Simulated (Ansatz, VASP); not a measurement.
WSe2: VASP beside Ansatz

```
CELL_PARAMETERS angstrom
3.29000 0.00000 0.00000
-1.64500 2.84922 0.00000
0.00000 0.00000 12.97000
ATOMIC_POSITIONS crystal
W 0.33333 0.66667 0.25000
W 0.66667 0.33333 0.75000
Se 0.33333 0.66667 0.62100
Se 0.66667 0.33333 0.12100
Se 0.33333 0.66667 0.87900
Se 0.66667 0.33333 0.37900
```

Alike in both runs: task electric field gradients; functional PBEsol; k mesh 11 × 11 × 3; occupations fermi-dirac, width 0.08 eV; no spin polarisation.

|  | VASP | Ansatz |
| --- | --- | --- |
| version | VASP 6.6.1 | Ansatz 0.2.0 |
| potentials or method | VASP PAW PBE potentials, release 64 (W_sv, Se) | PAW with Ansatz's default frozen-core files, scalar-relativistic |
| plane-wave cutoff (eV) | 520 | 420 |
| valence electrons in the cell | 52 | 92 |

Ansatz gave:

```
pressure (GPa)                                                : -1.2
traceless stress, the component that is largest in VASP (GPa) : 0.72
rms of the force components (eV/Å)                            : 0.061
size of Vzz on the site where it differs most (V/Å²)          : 169.1
```

**Question.** Estimate VASP's values.

**Answer.** Pressure (GPa): -0.8; traceless stress, the component that is largest in VASP (GPa): 0.81; rms of the force components (eV/Å): 0.034; size of Vzz on the site where it differs most (V/Å²): 152.3.

VASP's potentials were made for PBE, not for PBEsol. Atom by atom the forces differ by 0.027 eV/Å (rms over components). With one functional, cell and mesh, what is left measures potentials, basis and numerics. VASP's potentials hold 52 valence electrons a cell and Ansatz's 92, so a difference there can come from the potentials and not from the codes.

Neither program's run includes spin-orbit coupling.
